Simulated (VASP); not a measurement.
# Au (Im-3m) in VASP: further runs

Runs on Au. Level: LDA. Tasks: single point, relaxation of cell and atoms.

Everything below comes from runs of VASP 6.6.1. Logs are shortened: lines on timing, memory, paths and dates and some standing lists are left out, and cuts for length are marked.

### 1 The cell of the first run

The structure is cubic, space group Im-3m (No. 229). The conventional cell has a = 3.224 Å, b = 3.224 Å, c = 3.224 Å, α = 90.00°, β = 90.00°, γ = 90.00°. Au (site symmetry m-3m) has 14 Au at 2.79 to 3.22 Å within 3.7 Å.

### 2 Single point, LDA

Input file INCAR:

```
SYSTEM = Au
  PREC = Accurate
  ENCUT = 520
  EDIFF = 1E-6
  ISMEAR = 1
  SIGMA = 0.3
  LREAL = .FALSE.
  LASPH = .TRUE.
  NELM = 60
  ALGO = Normal
  ISIF = 2
  LWAVE = .FALSE.
  LCHARG = .TRUE.
  LELF = .TRUE.
  LVHAR = .TRUE.
  NBANDS = 12
```

Input file KPOINTS:

```
Automatic mesh
0
G
  10 10 10
  0 0 0
```

Input file POSCAR:

```
Au
1.0
    2.7924793367     -0.0000000155     -0.0000000268
   -0.9308264310      2.6327747722     -0.0000000268
   -0.9308264310     -1.3163873475      2.2800498575
Au
1
Direct
    0.0000000000      0.0000000000      0.0000000000
```

Potentials or basis: VASP PAW LDA potentials, release 64 (Au).

Run with:

```bash
$ cat potpaw_LDA.64/Au/POTCAR > POTCAR
$ mpirun -np 1 vasp_std > vasp.out
```

OUTCAR:

```text
SYSTEM = Au
   PREC = Accurate
   ENCUT = 520
   EDIFF = 1E-6
   ISMEAR = 1
   LREAL = .FALSE.
   LASPH = .TRUE.
   NELM = 60
   ISIF = 2

 ion  position               nearest neighbor table
   1  0.000  0.000  0.000-

  LATTYP: Found a body centered cubic cell.
 ALAT       =     3.2244773935

  Lattice vectors:

 A1 = (   2.7924793367,  -0.0000000155,  -0.0000000268)
 A2 = (  -0.9308264310,   2.6327747722,  -0.0000000268)
 A3 = (  -0.9308264310,  -1.3163873475,   2.2800498575)

Analysis of symmetry for initial positions (statically):
=====================================================================
 Subroutine PRICEL returns:
 Original cell was already a primitive cell.

 Routine SETGRP: Setting up the symmetry group for a
 body centered cubic supercell.

 Subroutine GETGRP returns: Found 48 space group operations
 (whereof 48 operations were pure point group operations)
 out of a pool of 48 trial point group operations.

The static configuration has the point symmetry O_h .

Analysis of symmetry for dynamics (positions and initial velocities):
=====================================================================
 Subroutine PRICEL returns:
 Original cell was already a primitive cell.

 Routine SETGRP: Setting up the symmetry group for a
 body centered cubic supercell.

 Subroutine GETGRP returns: Found 48 space group operations
 (whereof 48 operations were pure point group operations)
 out of a pool of 48 trial point group operations.

The dynamic configuration has the point symmetry O_h .

 Subroutine INISYM returns: Found 48 space group operations
 (whereof 48 operations are pure point group operations),
 and found     1 'primitive' translations

----------------------------------------------------------------------------------------

                                     Primitive cell

  volume of cell :      16.7629

  direct lattice vectors                    reciprocal lattice vectors
     2.792479337 -0.000000015 -0.000000027     0.358104712  0.126609135  0.219293448
    -0.930826431  2.632774772 -0.000000027     0.000000004  0.379827405  0.219293448
    -0.930826431 -1.316387348  2.280049857     0.000000004  0.000000006  0.438586906

  length of vectors
     2.792479337  2.792479337  2.792479337     0.438586906  0.438586906  0.438586906

  position of ions in fractional coordinates (direct lattice)
     0.000000000  0.000000000  0.000000000

  ion indices of the primitive-cell ions
   primitive index   ion index
                 1           1

----------------------------------------------------------------------------------------

 KPOINTS: Automatic mesh

Automatic generation of k-mesh.
 Grid dimensions read from file:
 generate k-points for:   10   10   10

 Generating k-lattice:

  Cartesian coordinates                     Fractional coordinates (reciprocal lattice)
     0.035810471  0.012660914  0.021929345     0.100000000  0.000000000  0.000000000
     0.000000000  0.037982741  0.021929345     0.000000000  0.100000000 -0.000000000
     0.000000000  0.000000001  0.043858691     0.000000000 -0.000000000  0.100000000

  Length of vectors
     0.043858691  0.043858691  0.043858691

  Shift w.r.t. Gamma in fractional coordinates (k-lattice)
     0.000000000  0.000000000  0.000000000

 Subroutine IBZKPT returns following result:
 ===========================================

 Found     47 irreducible k-points:

 Following reciprocal coordinates:
            Coordinates               Weight
  0.000000  0.000000  0.000000      1.000000
  0.100000  0.000000  0.000000     12.000000
  0.200000  0.000000  0.000000     12.000000
  0.300000 -0.000000  0.000000     12.000000
  0.400000  0.000000 -0.000000     12.000000
  0.500000 -0.000000 -0.000000      6.000000
[... 16 lines left out ...]
  0.300000  0.300000  0.100000      8.000000
 -0.300000  0.300000  0.100000     24.000000
 [... further k-points ...]
   k-points           NKPTS =     47   k-points in BZ     NKDIM =     47   number of bands    NBANDS=     12
   number of dos      NEDOS =    301   number of ions     NIONS =      1
   total plane-waves  NPLWV =  13824
   dimension x,y,z NGX =    24 NGY =   24 NGZ =   24
   dimension x,y,z NGXF=    48 NGYF=   48 NGZF=   48
   ions per type =               1
   NGX,Y,Z   is equivalent  to a cutoff of  14.29, 14.29, 14.29 a.u.
   NGXF,Y,Z  is equivalent  to a cutoff of  28.58, 28.58, 28.58 a.u.
 SYSTEM =  Au
   PREC   = accura    normal or accurate (medium, high low for compatibility)
   ISTART =      0    job   : 0-new  1-cont  2-samecut
   ICHARG =      2    charge: 1-file 2-atom 10-const
   ISPIN  =      1    spin polarized calculation?
   LNONCOLLINEAR =      F non collinear calculations
   LSORBIT =      F    spin-orbit coupling
   LASPH  =      T    aspherical Exc in radial PAW
   ENCUT  =  520.0 eV  38.22 Ry    6.18 a.u.   5.19  5.19  5.19*2*pi/ulx,y,z
   NELM   =     60;   NELMIN=  2; NELMDL= -5     # of ELM steps
   EDIFF  = 0.1E-05   stopping-criterion for ELM
   LREAL  =      F    real-space projection
   EDIFFG = 0.1E-04   stopping-criterion for IOM
   NSW    =      0    number of steps for IOM
   IBRION =     -1    ionic relax: 0-MD 1-quasi-New 2-CG
   NFREE  =      0    steps in history (QN), initial steepest desc. (CG)
   ISIF   =      2    stress and relaxation
   ISYM   =      2    0-nonsym 1-usesym 2-fastsym
   POTIM  = 0.5000    time-step for ionic-motion
   TEBEG  =    0.0;   TEEND  =   0.0 temperature during run
   PSTRESS=    0.0 pullay stress
   NELECT =      11.0000    total number of electrons
   NUPDOWN=      -1.0000    fix difference up-down
   EMIN   =  10.00;   EMAX   =-10.00  energy-range for DOS
   EFERMI =   0.00;   METHOD = LEGACY
   ISMEAR =     1;   SIGMA  =   0.30  broadening in eV -4-tet -1-fermi 0-gaus
   EFERMI_NEDOS =   21; number of points for ismear=-14 and -15
   IALGO  =     38    algorithm
   IMIX   =      4    mixing-type and parameters
     AMIX     =   0.40;   BMIX     =  1.00
     AMIX_MAG =   1.60;   BMIX_MAG =  1.00
  volume/ion in A,a.u.               =      16.76       113.12
  Fermi-wavevector in a.u.,A,eV,Ry     =   1.422623  2.688367 27.536222  2.023855
  Thomas-Fermi vector in A             =   2.543307
   LORBIT       =      0    0 simple, 1 ext, 2 COOP (PROOUT), +10 PAW based schemes
   GGA     = CA    functional components
   LHFCALC =     F    Hartree Fock is set to
   AEXX    =    0.0000 exact exchange contribution
   IVDW    =     0    specifies the selected vdW correction
   LEPSILON=     F    determine dielectric tensor
   LRPA    =     F    only Hartree local field effects (RPA)
 non-spin polarized calculation
 Methfessel and Paxton  Order N= 1 SIGMA  =   0.30
  energy-cutoff  :      520.00
  volume of cell :       16.76
 maximum number of plane-waves:       466
 NGX is ok and might be reduce to    24
   NGX = 11   NGY = 11   NGZ = 11

 number of electron      11.0000001 magnetization

 Free energy of the ion-electron system (eV)
  ---------------------------------------------------
  ext. energy  EPLUGINS =         0.00000000
  ---------------------------------------------------
  free energy    TOTEN  =        -4.41034480 eV

  energy without entropy =       -4.40806766  energy(sigma->0) =       -4.40958575

 E-fermi :   9.6962     XC(G=0): -13.0836

 val. band max:        9.6423389839   @ k =   0.4000   0.1000  -0.0000
 cond. band min:       9.8087847303   @ k =   0.3000   0.1000   0.1000
 fundamental gap:      0.1664457465
 Fermi energy:         9.6961635146

 k-point     1 :       0.0000    0.0000    0.0000
  band No.  band energies     occupation
      1      -0.5114      2.00000
      2       4.5661      2.00000
      3       4.5661      2.00000
      4       4.5661      2.00000
      5       6.5890      2.00000
      6       6.5890      2.00000
      7      26.0421      0.00000
      8      26.0421      0.00000
      9      26.0421      0.00000
     10      34.0925      0.00000
     11      34.0925      0.00000
     12      34.0925      0.00000

 k-point     2 :       0.1000    0.0000    0.0000
  band No.  band energies     occupation
      1      -0.1407      2.00000
      2       4.4462      2.00000
      3       4.5739      2.00000
      4       4.8342      2.00000
      5       6.4522      2.00000
      6       6.5982      2.00000
      7      25.9651      0.00000
      8      26.1002      0.00000
      9      26.5309      0.00000
     10      31.2815      0.00000
     11      31.4263      0.00000
     12      32.8525      0.00000

 k-point     3 :       0.2000    0.0000    0.0000
  band No.  band energies     occupation
      1       0.8525      2.00000
      2       4.1459      2.00000
      3       4.6059      2.00000
      4       5.5912      2.00000
      5       6.2624      2.00000
      6       6.6330      2.00000
      7      23.8552      0.00000
      8      25.3598      0.00000
      9      27.8728      0.00000
     10      29.7336      0.00000
     11      29.9881      0.00000
     12      30.6991      0.00000
[... 286 lines left out ...]
 k-point    23 :       0.3000    0.3000    0.1000
  band No.  band energies     occupation
      1       3.2489      2.00000
      2       4.3963      2.00000
      3       4.3963      2.00000
      4       6.7971      2.00000
      5       6.7971      2.00000
      6      12.6698     -0.00000
      7      15.4709     -0.00000
      8      15.4709     -0.00000
      9      20.9692      0.00000
     10      32.7768      0.00000
     11      32.7768      0.00000
     12      38.4262      0.00000

 k-point    24 :      -0.3000    0.3000    0.1000
  band No.  band energies     occupation
      1       2.2044      2.00000
      2       4.0701      2.00000
      3       4.8492      2.00000
      4       5.9682      2.00000
      5       6.6083      2.00000
      6       7.0729      2.00000
      7      19.8928      0.00000
      8      23.8592      0.00000
      9      25.6410      0.00000
     10      29.7553      0.00000
     11      31.0447      0.00000
     12      31.2591      0.00000

 [... further k-points ...]
[... 5 lines left out ...]
  --------------------------------------------------------------------------------------
  -------------------------------------------------------------------------------------
  Total       -0.1578617     -0.1578617     -0.1578617      0.0000000      0.0000000      0.0000000
  in kB      -15.0882655    -15.0882655    -15.0882655      0.0000000      0.0000000      0.0000000
  external PRESSURE =     -15.0882655 kB  Pullay stress =       0.0000000 kB

 VOLUME and BASIS-vectors are now :
 -----------------------------------------------------------------------------
  energy-cutoff  :      520.00
  volume of cell :       16.76
      direct lattice vectors                 reciprocal lattice vectors
     2.792479337 -0.000000015 -0.000000027     0.358104712  0.126609135  0.219293448
    -0.930826431  2.632774772 -0.000000027     0.000000004  0.379827405  0.219293448
    -0.930826431 -1.316387348  2.280049857     0.000000004  0.000000006  0.438586906

 POSITION                                       TOTAL-FORCE (eV/Angst)
 -----------------------------------------------------------------------------------
      0.00000      0.00000      0.00000         0.000000     -0.000000      0.000000
 -----------------------------------------------------------------------------------
    total drift:                                0.000000      0.000000     -0.000000

  FREE ENERGIE OF THE ION-ELECTRON SYSTEM (eV)
  ---------------------------------------------------
  free  energy   TOTEN  =        -4.4103447971 eV

  energy  without entropy=       -4.4080676589  energy(sigma->0) =       -4.40958575
```

Wall time 12 s (1 thread of AMD EPYC 7R43 (Zen 3), shared host); peak memory 0.1 GiB.

What came out:

```yaml
Free_energy: -4.4103 eV
Pressure: -1.5 GPa
```

Caveat: spin-orbit coupling is left out, which moves the levels of the heavy elements.

### 3 Relaxation of cell and atoms, LDA, target pressure -2 GPa, at which the enthalpy is minimised

This run uses another cell than the first one, of 18.21 Å³/atom, 1.086 times its volume.

Input file INCAR:

```
PREC = Accurate
ENCUT = 600
EDIFF = 1E-6
ISMEAR = 1
SIGMA = 0.3
LREAL = False
LASPH = True
NELM = 60
ALGO = Normal
ISIF = 3
LWAVE = False
LCHARG = False
GGA = CA
IBRION = 2
NSW = 80
EDIFFG = -0.1
PSTRESS = -20.0
```

Input file KPOINTS:

```
Automatic mesh
0
Gamma
  10 10 10
```

Input file POSCAR:

```
Au
1.0
    2.8704740225     -0.0000000159     -0.0000000275
   -0.9568246592      2.7063088673     -0.0000000275
   -0.9568246592     -1.3531543939      2.3437322525
Au
1
Direct
    0.0000000000      0.0000000000      0.0000000000
```

Potentials or basis: VASP PAW LDA potentials, release 64 (Au).

Run with:

```bash
$ cat potpaw_LDA.64/Au/POTCAR > POTCAR
$ mpirun -np 1 vasp_std > vasp.out
```

Run time: 22 s. Hardware: 1 thread of AMD EPYC 7R43 (Zen 3), shared host; peak memory 0.12 GiB.

It converged, with:

* Free energy: -4.4093 eV
* Relaxed volume: 16.86 Å³/atom
* Relaxed cell: a = 2.798 Å, b = 2.798 Å, c = 2.798 Å, α = 109.47°, β = 109.47°, γ = 109.47°
* Space group after relaxing (to 0.05 Å): Im-3m (No. 229)
* Energy change on relaxing (the enthalpy is what falls): -70.1 meV/atom
* Ionic steps: 3
* Pressure after relaxing: -2.4 GPa

The path:
```tsv
step	energy change (eV)	largest force (eV/Å)	pressure (GPa)	volume (Å³)
1	0.0000	0.0000	-13.22	18.21
2	0.0415	0.0000	25.56	15.05
3	-0.0701	0.0000	-2.40	16.86
```

Final structure:
```xyz
1
Lattice="2.7977 0.0000 0.0000 -0.9326 2.6377 0.0000 -0.9326 -1.3189 2.2843" Properties=species:S:1:pos:R:3 pbc="T T T"
Au    0.0000    0.0000    0.0000
```

Levels at points of the mesh, in eV from the Fermi level:
```csv
k point,band 2,band 3,band 4,band 5,band 6,band 7,band 8,band 9
"(0.00, 0.00, 0.00)",-5.10,-5.10,-5.10,-3.09,-3.09,16.35,16.35,16.35
"(0.50, 0.00, 0.00)",-6.22,-3.25,-2.88,-1.51,-0.85,3.49,12.22,13.77
"(0.50, 0.50, 0.50)",-7.09,-1.91,-1.91,-1.91,6.12,6.12,6.12,9.70
```

Caveat: the cell is relaxed towards a set pressure, so the enthalpy falls and the energy may rise; spin-orbit coupling is left out, which moves the levels of the heavy elements.
